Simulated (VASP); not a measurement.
# Mn (Fm-3m) in VASP: a series of runs

Mn is run at these levels: PBE; tasks: single point.

Everything below comes from runs of VASP 6.6.1. Logs are shortened: lines on timing, memory, paths and dates and some standing lists are left out, and cuts for length are marked.

## (1) The cell of the first run

It takes space group Fm-3m (No. 225, cubic). Conventional cell: a = 3.490 Å, b = 3.490 Å, c = 3.490 Å, α = 90.00°, β = 90.00°, γ = 90.00°. Within 3.3 Å of Mn (site symmetry m-3m) lie 12 Mn at 2.47 Å.

## (2) Single point, PBE, collinear spin, ferromagnetic start

Contents of INCAR:

```
SYSTEM = Mn
PREC = Accurate ; ENCUT = 520
EDIFF = 1E-6 ; ISMEAR = -1
SIGMA = 0.05 ; LREAL = .False.
LASPH = .True. ; NELM = 150
ALGO = Normal ; ISIF = 2
LWAVE = .False. ; LCHARG = .True.
ISPIN = 2 ; MAGMOM = 1.35
LORBIT = 11 ; NUPDOWN = 1.35
LMAXMIX = 4 ; GGA = PE
LELF = .True. ; LVHAR = .True.
NBANDS = 16
```

Contents of KPOINTS:

```
Automatic mesh
0
Gamma
  13 13 13
  0 0 0
```

Contents of POSCAR:

```
Mn
1.0
    0.0000000000      1.7450000000      1.7450000000
    1.7450000000      0.0000000000      1.7450000000
    1.7450000000      1.7450000000      0.0000000000
Mn
1
Direct
    0.0000000000      0.0000000000      0.0000000000
```

Potentials or basis: VASP PAW PBE potentials, release 64 (Mn_pv).

Started as:

```sh
> cat potpaw_PBE.64/Mn_pv/POTCAR > POTCAR
> mpirun -np 1 vasp_std > vasp.out
```

OUTCAR:

```text
SYSTEM = Mn
   PREC = Accurate
   ENCUT = 520
   EDIFF = 1E-6
   ISMEAR = -1
   LREAL = .False.
   LASPH = .True.
   NELM = 150
   ISIF = 2
   ISPIN = 2
   LORBIT = 11
   NUPDOWN = 1.35
   GGA = PE

 ion  position               nearest neighbor table
   1  0.000  0.000  0.000-

  LATTYP: Found a face centered cubic cell.
 ALAT       =     3.4900000000

  Lattice vectors:

 A1 = (   0.0000000000,   1.7450000000,   1.7450000000)
 A2 = (   1.7450000000,   0.0000000000,   1.7450000000)
 A3 = (   1.7450000000,   1.7450000000,   0.0000000000)

Analysis of symmetry for initial positions (statically):
=====================================================================
 Subroutine PRICEL returns:
 Original cell was already a primitive cell.

 Routine SETGRP: Setting up the symmetry group for a
 face centered cubic supercell.

 Subroutine GETGRP returns: Found 48 space group operations
 (whereof 48 operations were pure point group operations)
 out of a pool of 48 trial point group operations.

The static configuration has the point symmetry O_h .

Analysis of symmetry for dynamics (positions and initial velocities):
=====================================================================
 Subroutine PRICEL returns:
 Original cell was already a primitive cell.

 Routine SETGRP: Setting up the symmetry group for a
 face centered cubic supercell.

 Subroutine GETGRP returns: Found 48 space group operations
 (whereof 48 operations were pure point group operations)
 out of a pool of 48 trial point group operations.

The dynamic configuration has the point symmetry O_h .

Analysis of structural, dynamic, and magnetic symmetry:
=====================================================================
 Subroutine PRICEL returns:
 Original cell was already a primitive cell.

 Routine SETGRP: Setting up the symmetry group for a
 face centered cubic supercell.

 Subroutine GETGRP returns: Found 48 space group operations
 (whereof 48 operations were pure point group operations)
 out of a pool of 48 trial point group operations.

The overall configuration has the point symmetry O_h .

 Subroutine INISYM returns: Found 48 space group operations
 (whereof 48 operations are pure point group operations),
 and found     1 'primitive' translations

----------------------------------------------------------------------------------------

                                     Primitive cell

  volume of cell :      10.6271

  direct lattice vectors                    reciprocal lattice vectors
     0.000000000  1.745000000  1.745000000    -0.286532951  0.286532951  0.286532951
     1.745000000  0.000000000  1.745000000     0.286532951 -0.286532951  0.286532951
     1.745000000  1.745000000  0.000000000     0.286532951  0.286532951 -0.286532951

  length of vectors
     2.467802666  2.467802666  2.467802666     0.496289630  0.496289630  0.496289630

  position of ions in fractional coordinates (direct lattice)
     0.000000000  0.000000000  0.000000000

  ion indices of the primitive-cell ions
   primitive index   ion index
                 1           1

----------------------------------------------------------------------------------------

 KPOINTS: Automatic mesh

Automatic generation of k-mesh.
 Grid dimensions read from file:
 generate k-points for:   13   13   13

 Generating k-lattice:

  Cartesian coordinates                     Fractional coordinates (reciprocal lattice)
    -0.022040996  0.022040996  0.022040996     0.076923077  0.000000000  0.000000000
     0.022040996 -0.022040996  0.022040996     0.000000000  0.076923077  0.000000000
     0.022040996  0.022040996 -0.022040996     0.000000000  0.000000000  0.076923077

  Length of vectors
     0.038176125  0.038176125  0.038176125

  Shift w.r.t. Gamma in fractional coordinates (k-lattice)
     0.000000000  0.000000000  0.000000000

 Subroutine IBZKPT returns following result:
 ===========================================

 Found     84 irreducible k-points:

 Following reciprocal coordinates:
            Coordinates               Weight
  0.000000  0.000000  0.000000      1.000000
  0.076923  0.000000  0.000000      8.000000
  0.153846  0.000000  0.000000      8.000000
  0.230769  0.000000  0.000000      8.000000
  0.307692  0.000000  0.000000      8.000000
  0.384615  0.000000  0.000000      8.000000
[... 16 lines left out ...]
  0.384615  0.153846  0.000000     24.000000
  0.461538  0.153846  0.000000     24.000000
 [... further k-points ...]
   k-points           NKPTS =     84   k-points in BZ     NKDIM =     84   number of bands    NBANDS=     16
   number of dos      NEDOS =    301   number of ions     NIONS =      1
   total plane-waves  NPLWV =   5832
   dimension x,y,z NGX =    18 NGY =   18 NGZ =   18
   dimension x,y,z NGXF=    36 NGYF=   36 NGZF=   36
   ions per type =               1
   NGX,Y,Z   is equivalent  to a cutoff of  12.13, 12.13, 12.13 a.u.
   NGXF,Y,Z  is equivalent  to a cutoff of  24.25, 24.25, 24.25 a.u.
 SYSTEM =  Mn
   PREC   = accura    normal or accurate (medium, high low for compatibility)
   ISTART =      0    job   : 0-new  1-cont  2-samecut
   ICHARG =      2    charge: 1-file 2-atom 10-const
   ISPIN  =      2    spin polarized calculation?
   LNONCOLLINEAR =      F non collinear calculations
   LSORBIT =      F    spin-orbit coupling
   LASPH  =      T    aspherical Exc in radial PAW
   ENCUT  =  520.0 eV  38.22 Ry    6.18 a.u.   4.59  4.59  4.59*2*pi/ulx,y,z
   NELM   =    150;   NELMIN=  2; NELMDL= -5     # of ELM steps
   EDIFF  = 0.1E-05   stopping-criterion for ELM
   LREAL  =      F    real-space projection
   EDIFFG = 0.1E-04   stopping-criterion for IOM
   NSW    =      0    number of steps for IOM
   IBRION =     -1    ionic relax: 0-MD 1-quasi-New 2-CG
   NFREE  =      0    steps in history (QN), initial steepest desc. (CG)
   ISIF   =      2    stress and relaxation
   ISYM   =      2    0-nonsym 1-usesym 2-fastsym
   POTIM  = 0.5000    time-step for ionic-motion
   TEBEG  =    0.0;   TEEND  =   0.0 temperature during run
   PSTRESS=    0.0 pullay stress
   NELECT =      13.0000    total number of electrons
   NUPDOWN=       1.3500    fix difference up-down
   EMIN   =  10.00;   EMAX   =-10.00  energy-range for DOS
   EFERMI =   0.00;   METHOD = LEGACY
   ISMEAR =    -1;   SIGMA  =   0.05  broadening in eV -4-tet -1-fermi 0-gaus
   EFERMI_NEDOS =   21; number of points for ismear=-14 and -15
   IALGO  =     38    algorithm
   IMIX   =      4    mixing-type and parameters
     AMIX     =   0.40;   BMIX     =  1.00
     AMIX_MAG =   1.60;   BMIX_MAG =  1.00
  volume/ion in A,a.u.               =      10.63        71.72
  Fermi-wavevector in a.u.,A,eV,Ry     =   1.750856  3.308639 41.708632  3.065498
  Thomas-Fermi vector in A             =   2.821494
   LORBIT       =     11    0 simple, 1 ext, 2 COOP (PROOUT), +10 PAW based schemes
   GGA     = PE    functional components
   LHFCALC =     F    Hartree Fock is set to
   AEXX    =    0.0000 exact exchange contribution
   IVDW    =     0    specifies the selected vdW correction
   LEPSILON=     F    determine dielectric tensor
   LRPA    =     F    only Hartree local field effects (RPA)
 spin polarized calculation
  energy-cutoff  :      520.00
  volume of cell :       10.63
 maximum number of plane-waves:       298
   NGX =  9   NGY =  9   NGZ =  9

 number of electron      13.0000004 magnetization       1.3499998

 Free energy of the ion-electron system (eV)
  ---------------------------------------------------
  ext. energy  EPLUGINS =         0.00000000
  ---------------------------------------------------
  free energy    TOTEN  =        -8.75314044 eV

  energy without entropy =       -8.73679318  energy(sigma->0) =       -8.74496681

 E-fermi :  10.4616     XC(G=0): -14.0679

 val. band max:       10.9558233185   @ k =   0.3846   0.2308   0.0769
 cond. band min:      10.4881415015   @ k =  -0.1538   0.0769   0.0000
 fundamental gap:     -0.4676818170
 Fermi energy:        10.9581406108

 spin component 1

 k-point     1 :       0.0000    0.0000    0.0000
  band No.  band energies     occupation
      1     -37.5052      1.00000
      2     -37.5052      1.00000
      3     -37.5052      1.00000
      4       2.1392      1.00000
      5       9.1223      1.00000
      6       9.1223      1.00000
[... 8 lines left out ...]
     15      43.3218      0.00000
     16      43.3218      0.00000

 k-point     2 :       0.0769    0.0000    0.0000
  band No.  band energies     occupation
      1     -37.5511      1.00000
      2     -37.5111      1.00000
      3     -37.5111      1.00000
      4       2.3912      1.00000
      5       9.0192      1.00000
      6       9.1989      1.00000
[... 8 lines left out ...]
     15      42.9657      0.00000
     16      43.3845      0.00000

 k-point     3 :       0.1538    0.0000    0.0000
  band No.  band energies     occupation
      1     -37.6774      1.00000
      2     -37.5273      1.00000
      3     -37.5273      1.00000
      4       3.1086      1.00000
      5       8.7735      1.00000
      6       9.3496      1.00000
[... 8 lines left out ...]
     15      42.3007      0.00000
     16      43.2601      0.00000
[... 362 lines left out ...]
 k-point    23 :       0.3846    0.1538    0.0000
  band No.  band energies     occupation
      1     -38.0788      1.00000
      2     -37.6540      1.00000
      3     -37.6401      1.00000
      4       5.9528      1.00000
      5       8.0125      1.00000
      6       8.8644      1.00000
[... 8 lines left out ...]
     15      43.7835      0.00000
     16      44.7161      0.00000

 k-point    24 :       0.4615    0.1538    0.0000
  band No.  band energies     occupation
      1     -38.1823      1.00000
      2     -37.6913      1.00000
      3     -37.6468      1.00000
      4       6.2932      1.00000
      5       8.1148      1.00000
      6       9.1007      1.00000
[... 8 lines left out ...]
     15      43.5091      0.00000
     16      43.8810      0.00000

 [... further k-points ...]

 spin component 2

 k-point     1 :       0.0000    0.0000    0.0000
  band No.  band energies     occupation
      1     -36.0819      1.00000
      2     -36.0819      1.00000
      3     -36.0819      1.00000
      4       2.4913      1.00000
      5      10.1274      0.99875
      6      10.1274      0.99875
[... 8 lines left out ...]
     15      43.8399      0.00000
     16      43.8400      0.00000

 k-point     2 :       0.0769    0.0000    0.0000
  band No.  band energies     occupation
      1     -36.1300      1.00000
      2     -36.0880      1.00000
      3     -36.0880      1.00000
      4       2.7445      1.00000
      5      10.0114      0.99988
      6      10.2077      0.99381
[... 8 lines left out ...]
     15      43.4956      0.00000
     16      43.8831      0.00000

 k-point     3 :       0.1538    0.0000    0.0000
  band No.  band energies     occupation
      1     -36.2621      1.00000
      2     -36.1049      1.00000
      3     -36.1049      1.00000
      4       3.4677      1.00000
      5       9.7284      1.00000
      6      10.3917      0.80183
[... 8 lines left out ...]
     15      43.3186      0.00000
     16      43.7237      0.00000
[... 362 lines left out ...]
 k-point    23 :       0.3846    0.1538    0.0000
  band No.  band energies     occupation
      1     -36.6816      1.00000
      2     -36.2368      1.00000
      3     -36.2220      1.00000
      4       6.5263      1.00000
      5       8.8802      1.00000
      6      10.0555      0.99970
[... 8 lines left out ...]
     15      44.2240      0.00000
     16      45.1676      0.00000

 k-point    24 :       0.4615    0.1538    0.0000
  band No.  band energies     occupation
      1     -36.7894      1.00000
      2     -36.2758      1.00000
      3     -36.2289      1.00000
      4       6.9896      1.00000
      5       9.2005      1.00000
      6       9.9928      0.99992
[... 8 lines left out ...]
     15      44.0200      0.00000
     16      44.3648      0.00000

 [... further k-points ...]

------------------------ aborting loop because EDIFF is reached ----------------------------------------

  FORCE on cell =-STRESS in cart. coord.  units (eV):
  Direction    XX          YY          ZZ          XY          YZ          ZX
  --------------------------------------------------------------------------------------
  -------------------------------------------------------------------------------------
  Total        1.0967374      1.0967374      1.0967374      0.0000000      0.0000000      0.0000000
  in kB      165.3472375    165.3472375    165.3472375      0.0000000      0.0000000      0.0000000
  external PRESSURE =     165.3472375 kB  Pullay stress =       0.0000000 kB

 VOLUME and BASIS-vectors are now :
 -----------------------------------------------------------------------------
  energy-cutoff  :      520.00
  volume of cell :       10.63
      direct lattice vectors                 reciprocal lattice vectors
     0.000000000  1.745000000  1.745000000    -0.286532951  0.286532951  0.286532951
     1.745000000  0.000000000  1.745000000     0.286532951 -0.286532951  0.286532951
     1.745000000  1.745000000  0.000000000     0.286532951  0.286532951 -0.286532951

 POSITION                                       TOTAL-FORCE (eV/Angst)
 -----------------------------------------------------------------------------------
      0.00000      0.00000      0.00000         0.000000      0.000000      0.000000
 -----------------------------------------------------------------------------------
    total drift:                                0.000000     -0.000000     -0.000000

  FREE ENERGIE OF THE ION-ELECTRON SYSTEM (eV)
  ---------------------------------------------------
  free  energy   TOTEN  =        -8.7531404351 eV

  energy  without entropy=       -8.7367931807  energy(sigma->0) =       -8.74496681

 total charge

# of ion       s       p       d       tot
------------------------------------------
    1        0.434   6.413   5.161  12.009

 magnetization (x)

# of ion       s       p       d       tot
------------------------------------------
    1       -0.000   0.015   1.301   1.315
```

Run time: 29 s. Hardware: 1 thread of Intel Xeon 6975P-C, shared host; peak memory 0.14 GiB.

What came out:

| Item | Value |
| --- | --- |
| Free energy | -8.7531 eV |
| Pressure | 16.5 GPa |
| Net moment | 1.35 μB per cell |
| Site moments | Mn +1.31 μB |
| Valence electrons inside the program's atomic spheres | Mn 12.01 |

Caveat: the total moment is fixed, so each spin has its own Fermi level.

## (3) Single point, PBE, collinear spin, ferromagnetic start

Contents of INCAR:

```
SYSTEM = Mn
ALGO     = Normal         ! electronic algorithm
EDIFF    = 1E-6           ! SCF threshold, eV
ENCUT    = 520            ! plane-wave cutoff, eV
GGA      = PE             ! functional
ISIF     = 2              ! what is computed and relaxed
ISMEAR   = -1             ! smearing method
ISPIN    = 2              ! spin polarisation
LASPH    = .True.         ! aspherical terms in the spheres
LCHARG   = .False.        ! write CHGCAR
LMAXMIX  = 4              ! l up to which the mixer works
LORBIT   = 11             ! projections on sites
LREAL    = .False.        ! projectors in reciprocal space
LWAVE    = .False.        ! write WAVECAR
MAGMOM   = 2.02           ! initial moments
NBANDS   = 16             ! bands
NELM     = 150            ! most SCF steps
NUPDOWN  = 2.02           ! fixed moment
PREC     = Accurate       ! precision mode
SIGMA    = 0.05           ! smearing width, eV
```

Contents of KPOINTS:

```
k-points
0
Gamma
  13 13 13
  0 0 0
```

POSCAR is that of step 2.

Potentials or basis: VASP PAW PBE potentials, release 64 (Mn_pv).

Started as:

```sh
> cat potpaw_PBE.64/Mn_pv/POTCAR > POTCAR
> mpirun -np 1 vasp_std > vasp.out
```

It took 29 s on 1 thread of Intel Xeon 6975P-C, shared host; peak memory 0.14 GiB.

Results (log left out):

```yaml
Free_energy: -8.5430 eV
Pressure: 31.5 GPa
Net_moment: 2.02 μB per cell
Site_moments: Mn +1.96 μB
Valence_electrons_inside_the_program's_atomic_spheres: Mn 12.02
```

Caveat: the total moment is fixed, so each spin has its own Fermi level.

(Continued in part 2 of 2.)
